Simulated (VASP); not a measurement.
**Fe3Co: single point with LDA**

Crystal: Fe3Co.

```
Fe Co
1.0
     3.84760    0.00000    0.00000
     0.00000    3.84760    0.00000
     0.00000    0.00000    2.80200
Fe Co
3 1
Direct
  0.50000 0.50000 0.00000
  0.50000 0.00000 0.50000
  0.00000 0.50000 0.50000
  0.00000 0.00000 0.00000
```

* Program: VASP 6.6.1
* Task: single point
* Functional: LDA
* Potentials or basis: VASP PAW LDA potentials, release 64 (Fe, Co)
* Cutoff: 520 eV
* k mesh: 10 × 10 × 14
* Occupations: gaussian, width 0.15 eV
* Spin: collinear spin, ferromagnetic start
* Starting moments: [2.34, 2.66, 2.66, 1.9] μB
* Dipole correction: no
* Further INCAR settings: ALGO = Fast; EDIFF = 1e-06; NBANDS = 28

```yaml
Pressure: 3.0 GPa
Net_moment: 8.37 μB per cell
Site_moments: Fe +2.02, +2.31 (each value once); Co +1.62 μB
Valence_electrons_inside_the_program's_atomic_spheres: Fe 7.49, 7.44 (each value once); Co 8.45
```

Stress tensor (GPa, compression positive):
```
 4.58  0.00  0.00
 0.00  4.58  0.00
 0.00  0.00 -0.28
```

Levels at points of the mesh, in eV from the Fermi level:
Spin up:
```csv
k point,band 19,band 20,band 21,band 22,band 23,band 24
"(0.00, 0.00, 0.00)",-0.04,0.34,0.34,0.45,0.45,7.94
"(0.50, 0.00, 0.00)",-1.14,-0.97,-0.11,0.41,5.47,5.52
"(0.50, 0.50, 0.00)",-1.36,-1.36,0.12,0.30,0.38,0.38
"(0.00, 0.00, 0.50)",-0.94,-0.83,-0.02,0.02,8.84,8.84
"(0.50, 0.00, 0.50)",-0.85,-0.65,2.05,2.16,2.40,2.47
"(0.50, 0.50, 0.50)",0.07,0.07,0.20,0.27,0.27,0.52
```
Spin down:
```
           k point  band 10  band 11  band 12  band 13  band 14  band 15
(0.00, 0.00, 0.00)    -0.90     0.54     0.67     0.73     0.73     1.11
(0.50, 0.00, 0.00)    -1.12    -1.08    -0.57     0.08     0.31     0.46
(0.50, 0.50, 0.00)    -1.06    -1.06    -0.52    -0.51    -0.31    -0.31
(0.00, 0.00, 0.50)    -1.54    -0.64    -0.64    -0.28    -0.28     0.27
(0.50, 0.00, 0.50)    -1.76    -1.76    -1.68     0.37     0.46     0.63
(0.50, 0.50, 0.50)     0.29     0.42     0.46     0.46     0.63     0.85
```

Run time: 10 min on 1 thread of Intel Xeon 8259CL (shared host), peak memory 0.37 GiB.
